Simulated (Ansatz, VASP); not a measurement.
**Si: VASP beside Ansatz**

The input INCAR:

```
  ALGO = Normal
  EDIFF = 1E-6
  ENCUT = 500
  GGA = LIBXC
  GGA_COMPAT = False
  ISIF = 2
  ISMEAR = 0
  ISPIN = 2
  LASPH = True
  LCHARG = True
  LELF = True
  LIBXC1 = GGA_X_PBE_SOL
  LIBXC2 = GGA_C_PBE
  LORBIT = 11
  LREAL = False
  LVHAR = True
  LWAVE = False
  MAGMOM = 0.5 0.5
  NBANDS = 15
  NELM = 200
  NUPDOWN = 1.0
  PREC = Accurate
  SIGMA = 0.025
```

KPOINTS

```
k-points
0
Gamma
  8 8 8
```

File POSCAR:

```
Si
1.0
    0.0000000000      2.7218511865      2.7218511865
    2.7218511865      0.0000000000      2.7218511865
    2.7218511865      2.7218511865      0.0000000000
Si
2
Direct
    0.5000000000      0.5000000000      0.5000000000
    0.7500000000      0.7500000000      0.7500000000
```

input.yaml

```yaml
crystal:
  lattice:
    - [0.0, 2.7218511865, 2.7218511865]
    - [2.7218511865, 0.0, 2.7218511865]
    - [2.7218511865, 2.7218511865, 0.0]
  atoms:
    - { symbol: Si, position: [0.5, 0.5, 0.5], spin: 0.5 }
    - { symbol: Si, position: [0.75, 0.75, 0.75], spin: 0.5 }
kpoints:
  mp_grid: { grid: [8, 8, 8] }
scf:
  occupations: { method: gaussian, width: 0.025 }
hamiltonian:
  xc: { exchange: pbesol, correlation: pbe }
  pseudopotentials: { kind: all_electron, lapw: { basis_error: 0.001 } }
magnetization:
  spin_polarized: true
  initial_magnetization: 1.0
  spin_locking: { lock_magnetization: hard }
output:
  forces: true
  stress: true
  eigenvalues: true
```

Alike in both runs: task single point; functional pbesol exchange, pbe correlation; k mesh 8 × 8 × 8; occupations gaussian, width 0.025 eV; collinear spin; fixed moment 1 μB.

|  | VASP | Ansatz |
| --- | --- | --- |
| version | VASP 6.6.1 | Ansatz 0.2.0 |
| potentials or method | VASP PAW PBE potentials, release 64 (Si), cutoff 500 eV | all-electron LAPW, scalar-relativistic |

|  | VASP | Ansatz | Ansatz less VASP |
| --- | --- | --- | --- |
| pressure (GPa) | -0.4 | -0.5 | -0.02 |
| size of the moment on the site where the two differ most (μB) | 0.17 | 0.26 | +0.096 |

VASP's potentials were made for PBE, not for pbesol exchange, pbe correlation. Site moments also hang on the region over which each program counts them. Ansatz ran all-electron here, and VASP with PAW potentials.
